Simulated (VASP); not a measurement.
Runs of VASP 6.6.1 on C. The structure is that of space group Fddd (No. 70), or close to it. The cells are those of the table. 

```tsv
cell	gap on the mesh (eV)	pressure (GPa)
a = 2.705, b = 2.317, c = 2.598 Å, angles 66.5, 51.8, 61.7°, 2 atoms	none	13.3
a = 2.671, b = 2.388, c = 2.541 Å, angles 65.5, 54.5, 60.0°, 2 atoms	(b)	7.2
a = 2.697, b = 2.305, c = 2.619 Å, angles 66.1, 51.4, 62.6°, 2 atoms	none	14.1
a = 2.731, b = 2.358, c = 2.532 Å, angles 67.8, 53.1, 59.1°, 2 atoms	none	(c)
a = 2.544, b = 2.446, c = 2.594 Å, angles 60.6, 56.8, 62.6°, 2 atoms	2.21	(a)
a = 2.722, b = 2.344, c = 2.554 Å, angles 67.4, 52.6, 60.0°, 2 atoms	none	12.5
a = 2.535, b = 2.436, c = 2.616 Å, angles 60.1, 56.4, 63.5°, 2 atoms	1.57	3.2
a = 2.654, b = 2.363, c = 2.585 Å, angles 64.7, 53.6, 61.7°, 2 atoms	0.67	7.9
```

Alike in all rows: task single point; level PBE; potentials or basis VASP PAW PBE potentials, release 64 (C); no spin polarisation; k mesh 12 × 12 × 12; cutoff (eV) 520; smearing gaussian 0.05 eV.

Fill in the values left out.

(a) 2.4; (b) 0.04; (c) 12.3.

A k mesh can miss the band edges.

A gap of «none» marks levels without a gap at the run's occupations.
